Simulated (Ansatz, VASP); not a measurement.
## One calculation of Ca, two programs

```xyz
1
Lattice="0.0000 2.7884 2.7884 2.7884 0.0000 2.7884 2.7884 2.7884 0.0000" Properties=species:S:1:pos:R:3 pbc="T T T"
Ca    0.0000    0.0000    0.0000
```

Alike in both runs: task single point; functional revPBE; k mesh 8 × 8 × 8; no spin polarisation.

```csv
,VASP,Ansatz
version,VASP 6.6.1,Ansatz 0.2.0
potentials or method,"VASP PAW PBE potentials, release 64 (Ca_sv), cutoff 500 eV","scalar-relativistic, plane waves, PAW"
occupations,"methfessel-paxton of order 1, width 0.038 eV","cold, width 0.038 eV"
valence electrons in the cell,10,10
```

```csv
,VASP,Ansatz,Ansatz less VASP
gap on the k mesh at the Fermi level (eV),none,none,-
pressure (GPa),0.2,0.2,0.00
```

VASP's potentials were made for PBE, not for revPBE. A gap of «none» marks a metal or a gap that the smearing closes.
